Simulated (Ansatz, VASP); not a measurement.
# Two plane-wave programs on BN

Contents of INCAR:

```
SYSTEM = BN
PREC = Accurate
ENCUT = 600
EDIFF = 1E-6
ISMEAR = 0
SIGMA = 0.02
LREAL = .False.
LASPH = .True.
NELM = 120
ALGO = Normal
ISIF = 2
LWAVE = .False.
LCHARG = .False.
GGA = PE
NBANDS = 11
GGA_COMPAT = .False.
```

The input KPOINTS:

```
regular mesh
0
Gamma
  12 12 12
  0 0 0
```

POSCAR

```
BN
1.0
    0.0000000000      1.8302758419      1.8302758419
    1.8302758419      0.0000000000      1.8302758419
    1.8302758419      1.8302758419      0.0000000000
B N
1 1
Direct
    0.0000000000      0.0000000000      0.0000000000
    0.7500000000      0.7500000000      0.7500000000
```

Input for Ansatz:

```yaml
crystal:
  lattice:
    - [0.0, 1.8302758419, 1.8302758419]
    - [1.8302758419, 0.0, 1.8302758419]
    - [1.8302758419, 1.8302758419, 0.0]
  atoms:
    - { symbol: B, position: [0.0, 0.0, 0.0] }
    - { symbol: "N", position: [0.75, 0.75, 0.75] }
basis:
  ecutwfc: 420
kpoints:
  mp_grid: { grid: [12, 12, 12] }
hamiltonian:
  xc: pbe
scf:
  occupations: { method: gaussian, width: 0.02 }
output:
  forces: true
  stress: true
  eigenvalues: true
```

Alike in both runs: task single point; functional PBE; k mesh 12 × 12 × 12; occupations gaussian, width 0.02 eV; no spin polarisation.

|  | VASP | Ansatz |
| --- | --- | --- |
| version | VASP 6.6.1 | Ansatz 0.2.0 |
| potentials or method | VASP PAW PBE potentials, release 64 (B, N), cutoff 600 eV | scalar-relativistic, plane waves, PAW |
| valence electrons in the cell | 8 | 8 |

Ansatz gave:

* gap on the k mesh at the Fermi level (eV): 4.43
* least direct gap on the mesh (eV): 8.65
* pressure (GPa): -10.4

Task: What did VASP give for the same quantities?

Result: gap on the k mesh at the Fermi level (eV): 4.42; least direct gap on the mesh (eV): 8.64; pressure (GPa): -10.5.
